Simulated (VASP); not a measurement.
# AgBr (Fm-3m) in VASP: a series of runs

AgBr is run at these levels: PBE; tasks: single point, relaxation of volume and atoms at fixed shape.

Everything below comes from runs of VASP 6.6.1. Logs are shortened: lines on timing, memory, paths and dates and some standing lists are left out, and cuts for length are marked.

## Step 1: The cell of the first run

Symmetry: Fm-3m, No. 225, cubic system. The conventional cell has a = 5.843 Å, b = 5.843 Å, c = 5.843 Å, α = 90.00°, β = 90.00°, γ = 90.00°. Ag (site symmetry m-3m) has 6 Br at 2.92 Å within 3.8 Å. Within 3.8 Å of Br (site symmetry m-3m) lie 6 Ag at 2.92 Å.

## Step 2: Single point, PBE

INCAR reads:

```
SYSTEM = AgBr
PREC = Accurate
ENCUT = 500
EDIFF = 1E-6
ISMEAR = -1
SIGMA = 0.02
LREAL = .FALSE.
LASPH = .TRUE.
NELM = 120
ALGO = Normal
ISIF = 2
LWAVE = .FALSE.
LCHARG = .TRUE.
GGA = PE
LELF = .TRUE.
LVHAR = .TRUE.
NBANDS = 16
GGA_COMPAT = .FALSE.
```

KPOINTS reads:

```
regular mesh
0
G
  14 14 14
  0 0 0
```

POSCAR reads:

```
AgBr
1.0
    0.0000000000      2.9216245792      2.9216245792
    2.9216245792      0.0000000000      2.9216245792
    2.9216245792      2.9216245792      0.0000000000
Ag Br
1 1
Direct
    0.0000000000      0.0000000000      0.0000000000
    0.5000000000      0.5000000000      0.5000000000
```

Potentials or basis: VASP PAW PBE potentials, release 64 (Ag, Br).

Run with:

```
cat potpaw_PBE.64/Ag/POTCAR potpaw_PBE.64/Br/POTCAR > POTCAR
mpirun -np 1 vasp_std > vasp.out
```

OUTCAR:

```text
SYSTEM = AgBr
   PREC = Accurate
   ENCUT = 500
   EDIFF = 1E-6
   ISMEAR = -1
   LREAL = .FALSE.
   LASPH = .TRUE.
   NELM = 120
   ISIF = 2
   GGA = PE

 ion  position               nearest neighbor table
   1  0.000  0.000  0.000-   2 2.92   2 2.92   2 2.92   2 2.92   2 2.92   2 2.92
   2  0.500  0.500  0.500-   1 2.92   1 2.92   1 2.92   1 2.92   1 2.92   1 2.92

  LATTYP: Found a face centered cubic cell.
 ALAT       =     5.8432491584

  Lattice vectors:

 A1 = (   0.0000000000,   2.9216245792,   2.9216245792)
 A2 = (   2.9216245792,   0.0000000000,   2.9216245792)
 A3 = (   2.9216245792,   2.9216245792,   0.0000000000)

Analysis of symmetry for initial positions (statically):
=====================================================================
 Subroutine PRICEL returns:
 Original cell was already a primitive cell.

 Routine SETGRP: Setting up the symmetry group for a
 face centered cubic supercell.

 Subroutine GETGRP returns: Found 48 space group operations
 (whereof 48 operations were pure point group operations)
 out of a pool of 48 trial point group operations.

The static configuration has the point symmetry O_h .

Analysis of symmetry for dynamics (positions and initial velocities):
=====================================================================
 Subroutine PRICEL returns:
 Original cell was already a primitive cell.

 Routine SETGRP: Setting up the symmetry group for a
 face centered cubic supercell.

 Subroutine GETGRP returns: Found 48 space group operations
 (whereof 48 operations were pure point group operations)
 out of a pool of 48 trial point group operations.

The dynamic configuration has the point symmetry O_h .

 Subroutine INISYM returns: Found 48 space group operations
 (whereof 48 operations are pure point group operations),
 and found     1 'primitive' translations

----------------------------------------------------------------------------------------

                                     Primitive cell

  volume of cell :      49.8773

  direct lattice vectors                    reciprocal lattice vectors
     0.000000000  2.921624579  2.921624579    -0.171137662  0.171137662  0.171137662
     2.921624579  0.000000000  2.921624579     0.171137662 -0.171137662  0.171137662
     2.921624579  2.921624579  0.000000000     0.171137662  0.171137662 -0.171137662

  length of vectors
     4.131801104  4.131801104  4.131801104     0.296419126  0.296419126  0.296419126

  position of ions in fractional coordinates (direct lattice)
     0.000000000  0.000000000  0.000000000
     0.500000000  0.500000000  0.500000000

  ion indices of the primitive-cell ions
   primitive index   ion index
                 1           1
                 2           2

----------------------------------------------------------------------------------------

 KPOINTS: regular mesh

Automatic generation of k-mesh.
 Grid dimensions read from file:
 generate k-points for:   14   14   14

 Generating k-lattice:

  Cartesian coordinates                     Fractional coordinates (reciprocal lattice)
    -0.012224119  0.012224119  0.012224119     0.071428571  0.000000000  0.000000000
     0.012224119 -0.012224119  0.012224119     0.000000000  0.071428571  0.000000000
     0.012224119  0.012224119 -0.012224119     0.000000000  0.000000000  0.071428571

  Length of vectors
     0.021172795  0.021172795  0.021172795

  Shift w.r.t. Gamma in fractional coordinates (k-lattice)
     0.000000000  0.000000000  0.000000000

 Subroutine IBZKPT returns following result:
 ===========================================

 Found    104 irreducible k-points:

 Following reciprocal coordinates:
            Coordinates               Weight
  0.000000  0.000000  0.000000      1.000000
  0.071429  0.000000  0.000000      8.000000
  0.142857  0.000000  0.000000      8.000000
  0.214286  0.000000  0.000000      8.000000
  0.285714  0.000000  0.000000      8.000000
  0.357143  0.000000  0.000000      8.000000
[... 16 lines left out ...]
  0.214286  0.142857  0.000000     24.000000
  0.285714  0.142857  0.000000     24.000000
 [... further k-points ...]
   k-points           NKPTS =    104   k-points in BZ     NKDIM =    104   number of bands    NBANDS=     16
   number of dos      NEDOS =    301   number of ions     NIONS =      2
   total plane-waves  NPLWV =  27000
   dimension x,y,z NGX =    30 NGY =   30 NGZ =   30
   dimension x,y,z NGXF=    60 NGYF=   60 NGZF=   60
   ions per type =               1   1
   NGX,Y,Z   is equivalent  to a cutoff of  12.07, 12.07, 12.07 a.u.
   NGXF,Y,Z  is equivalent  to a cutoff of  24.14, 24.14, 24.14 a.u.
 SYSTEM =  AgBr
   PREC   = accura    normal or accurate (medium, high low for compatibility)
   ISTART =      0    job   : 0-new  1-cont  2-samecut
   ICHARG =      2    charge: 1-file 2-atom 10-const
   ISPIN  =      1    spin polarized calculation?
   LNONCOLLINEAR =      F non collinear calculations
   LSORBIT =      F    spin-orbit coupling
   LASPH  =      T    aspherical Exc in radial PAW
   ENCUT  =  500.0 eV  36.75 Ry    6.06 a.u.   7.53  7.53  7.53*2*pi/ulx,y,z
   NELM   =    120;   NELMIN=  2; NELMDL= -5     # of ELM steps
   EDIFF  = 0.1E-05   stopping-criterion for ELM
   LREAL  =      F    real-space projection
   EDIFFG = 0.1E-04   stopping-criterion for IOM
   NSW    =      0    number of steps for IOM
   IBRION =     -1    ionic relax: 0-MD 1-quasi-New 2-CG
   NFREE  =      0    steps in history (QN), initial steepest desc. (CG)
   ISIF   =      2    stress and relaxation
   ISYM   =      2    0-nonsym 1-usesym 2-fastsym
   POTIM  = 0.5000    time-step for ionic-motion
   TEBEG  =    0.0;   TEEND  =   0.0 temperature during run
   PSTRESS=    0.0 pullay stress
   NELECT =      18.0000    total number of electrons
   NUPDOWN=      -1.0000    fix difference up-down
   EMIN   =  10.00;   EMAX   =-10.00  energy-range for DOS
   EFERMI =   0.00;   METHOD = LEGACY
   ISMEAR =    -1;   SIGMA  =   0.02  broadening in eV -4-tet -1-fermi 0-gaus
   EFERMI_NEDOS =   21; number of points for ismear=-14 and -15
   IALGO  =     38    algorithm
   IMIX   =      4    mixing-type and parameters
     AMIX     =   0.40;   BMIX     =  1.00
     AMIX_MAG =   1.60;   BMIX_MAG =  1.00
  volume/ion in A,a.u.               =      24.94       168.29
  Fermi-wavevector in a.u.,A,eV,Ry     =   1.165551  2.202572 18.483637  1.358509
  Thomas-Fermi vector in A             =   2.302075
   LORBIT       =      0    0 simple, 1 ext, 2 COOP (PROOUT), +10 PAW based schemes
   GGA     = PE    functional components
   LHFCALC =     F    Hartree Fock is set to
   AEXX    =    0.0000 exact exchange contribution
   IVDW    =     0    specifies the selected vdW correction
   LEPSILON=     F    determine dielectric tensor
   LRPA    =     F    only Hartree local field effects (RPA)
 non-spin polarized calculation
  energy-cutoff  :      500.00
  volume of cell :       49.88
 maximum number of plane-waves:      1295
   NGX = 15   NGY = 15   NGZ = 15

 number of electron      18.0000001 magnetization

 Free energy of the ion-electron system (eV)
  ---------------------------------------------------
  ext. energy  EPLUGINS =         0.00000000
  ---------------------------------------------------
  free energy    TOTEN  =        -5.00033888 eV

  energy without entropy =       -5.00033888  energy(sigma->0) =       -5.00033888

 E-fermi :   3.3531     XC(G=0):  -9.5905

 val. band max:        2.9838264102   @ k =   0.5000   0.0000   0.0000
 cond. band min:       3.6716344459   @ k =   0.0000   0.0000   0.0000
 fundamental gap:      0.6878080356
 Fermi energy:         3.3531436238

 k-point     1 :       0.0000    0.0000    0.0000
  band No.  band energies     occupation
      1     -11.7637      2.00000
      2       0.4018      2.00000
      3       0.4018      2.00000
      4       0.4023      2.00000
      5       0.4023      2.00000
      6       0.4023      2.00000
[... 8 lines left out ...]
     15      14.5515      0.00000
     16      14.5515      0.00000

 k-point     2 :       0.0714    0.0000    0.0000
  band No.  band energies     occupation
      1     -11.7462      2.00000
      2       0.2508      2.00000
      3       0.2508      2.00000
      4       0.3224      2.00000
      5       0.4149      2.00000
      6       0.4149      2.00000
[... 8 lines left out ...]
     15      14.0766      0.00000
     16      14.3397      0.00000

 k-point     3 :       0.1429    0.0000    0.0000
  band No.  band energies     occupation
      1     -11.6966      2.00000
      2      -0.0306      2.00000
      3      -0.0306      2.00000
      4      -0.0204      2.00000
      5       0.4507      2.00000
      6       0.4507      2.00000
[... 8 lines left out ...]
     15      13.8359      0.00000
     16      14.1662      0.00000

 k-point     4 :       0.2143    0.0000    0.0000
  band No.  band energies     occupation
      1     -11.6230      2.00000
      2      -0.5565      2.00000
      3      -0.3081      2.00000
      4      -0.3081      2.00000
      5       0.5031      2.00000
      6       0.5031      2.00000
[... 8 lines left out ...]
     15      14.0869      0.00000
     16      14.0869      0.00000

 k-point     5 :       0.2857    0.0000    0.0000
  band No.  band energies     occupation
      1     -11.5385      2.00000
      2      -1.0796      2.00000
      3      -0.5424      2.00000
      4      -0.5424      2.00000
      5       0.5625      2.00000
      6       0.5625      2.00000
[... 8 lines left out ...]
     15      14.5693      0.00000
     16      14.5693      0.00000

 k-point     6 :       0.3571    0.0000    0.0000
  band No.  band energies     occupation
      1     -11.4597      2.00000
      2      -1.4967      2.00000
      3      -0.7177      2.00000
      4      -0.7177      2.00000
      5       0.6171      2.00000
      6       0.6171      2.00000
[... 8 lines left out ...]
     15      15.1852      0.00000
     16      15.1852      0.00000

 k-point     7 :       0.4286    0.0000    0.0000
  band No.  band energies     occupation
      1     -11.4034      2.00000
      2      -1.7634      2.00000
      3      -0.8257      2.00000
      4      -0.8257      2.00000
      5       0.6555      2.00000
      6       0.6555      2.00000
[... 8 lines left out ...]
     15      15.8154      0.00000
     16      15.8154      0.00000

 k-point     8 :       0.5000    0.0000    0.0000
  band No.  band energies     occupation
      1     -11.3830      2.00000
      2      -1.8550      2.00000
      3      -0.8622      2.00000
      4      -0.8622      2.00000
      5       0.6693      2.00000
      6       0.6693      2.00000
[... 8 lines left out ...]
     15      16.1357      0.00000
     16      16.1357      0.00000

 k-point     9 :       0.0714    0.0714    0.0000
  band No.  band energies     occupation
      1     -11.7406      2.00000
      2       0.0557      2.00000
      3       0.3604      2.00000
      4       0.3604      2.00000
      5       0.3906      2.00000
      6       0.4087      2.00000
[... 8 lines left out ...]
     15      14.9137      0.00000
     16      15.0040      0.00000
[... 172 lines left out ...]
 k-point    19 :      -0.2143    0.0714    0.0000
  band No.  band energies     occupation
      1     -11.5845      2.00000
      2      -0.8275      2.00000
      3      -0.4902      2.00000
      4      -0.2243      2.00000
      5       0.5044      2.00000
      6       0.5461      2.00000
[... 8 lines left out ...]
     15      14.5059      0.00000
     16      14.9370      0.00000

 k-point    20 :      -0.1429    0.0714    0.0000
  band No.  band energies     occupation
      1     -11.6611      2.00000
      2      -0.3757      2.00000
      3      -0.2572      2.00000
      4       0.0774      2.00000
      5       0.4548      2.00000
      6       0.4922      2.00000
[... 8 lines left out ...]
     15      14.5133      0.00000
     16      14.7070      0.00000

 k-point    21 :      -0.0714    0.0714    0.0000
  band No.  band energies     occupation
      1     -11.7182      2.00000
      2       0.0057      2.00000
      3       0.0311      2.00000
      4       0.2793      2.00000
      5       0.4231      2.00000
      6       0.4461      2.00000
[... 8 lines left out ...]
     15      14.3233      0.00000
     16      14.6695      0.00000

 k-point    22 :       0.1429    0.1429    0.0000
  band No.  band energies     occupation
      1     -11.6770      2.00000
      2      -0.5187      2.00000
      3       0.2744      2.00000
      4       0.2744      2.00000
      5       0.3577      2.00000
      6       0.4281      2.00000
[... 8 lines left out ...]
     15      15.9551      0.00000
     16      15.9552      0.00000

 k-point    23 :       0.2143    0.1429    0.0000
  band No.  band energies     occupation
      1     -11.6252      2.00000
      2      -0.7862      2.00000
      3       0.0954      2.00000
      4       0.0989      2.00000
      5       0.3849      2.00000
      6       0.4944      2.00000
[... 8 lines left out ...]
     15      15.6301      0.00000
     16      15.9008      0.00000

 k-point    24 :       0.2857    0.1429    0.0000
  band No.  band energies     occupation
      1     -11.5557      2.00000
      2      -1.0405      2.00000
      3      -0.2289      2.00000
      4      -0.1705      2.00000
      5       0.4357      2.00000
      6       0.5728      2.00000
[... 8 lines left out ...]
     15      15.6780      0.00000
     16      15.7330      0.00000

 [... further k-points ...]
[... 5 lines left out ...]
  --------------------------------------------------------------------------------------
  -------------------------------------------------------------------------------------
  Total       -0.0252901     -0.0252901     -0.0252901     -0.0000000     -0.0000000      0.0000000
  in kB       -0.8123787     -0.8123787     -0.8123787     -0.0000000     -0.0000000      0.0000000
  external PRESSURE =      -0.8123787 kB  Pullay stress =       0.0000000 kB

 VOLUME and BASIS-vectors are now :
 -----------------------------------------------------------------------------
  energy-cutoff  :      500.00
  volume of cell :       49.88
      direct lattice vectors                 reciprocal lattice vectors
     0.000000000  2.921624579  2.921624579    -0.171137662  0.171137662  0.171137662
     2.921624579  0.000000000  2.921624579     0.171137662 -0.171137662  0.171137662
     2.921624579  2.921624579  0.000000000     0.171137662  0.171137662 -0.171137662

 POSITION                                       TOTAL-FORCE (eV/Angst)
 -----------------------------------------------------------------------------------
      0.00000      0.00000      0.00000         0.000000      0.000000      0.000000
      2.92162      2.92162      2.92162         0.000000      0.000000     -0.000000
 -----------------------------------------------------------------------------------
    total drift:                               -0.000000      0.000000      0.000000

  FREE ENERGIE OF THE ION-ELECTRON SYSTEM (eV)
  ---------------------------------------------------
  free  energy   TOTEN  =        -5.0003388812 eV

  energy  without entropy=       -5.0003388811  energy(sigma->0) =       -5.00033888
```

It took 59 s on 1 thread of Intel Xeon Platinum 8488C (Sapphire Rapids), shared host; peak memory 0.22 GiB.

Results:

| Property | Result |
| --- | --- |
| Free energy | -5.0003 eV |
| Pressure | -0.1 GPa |
| Band gap on the k mesh | 0.69 eV (least direct gap 2.43 eV) |

Levels at points of the mesh, in eV from the valence-band top:
| k point | band 6 | band 7 | band 8 | band 9 | band 10 | band 11 | band 12 | band 13 |
| --- | --- | --- | --- | --- | --- | --- | --- | --- |
| (0.00, 0.00, 0.00) | -2.58 | -1.75 | -1.75 | -1.75 | 0.69 | 9.93 | 9.93 | 9.93 |
| (0.50, 0.00, 0.00) | -2.31 | -2.00 | 0.00 | 0.00 | 3.88 | 6.28 | 6.86 | 6.86 |
| (0.50, 0.50, 0.00) | -2.44 | -2.22 | -2.22 | -2.16 | 1.71 | 7.15 | 8.85 | 10.79 |

A k mesh can miss the band edges.

[end of part 1 of 2]
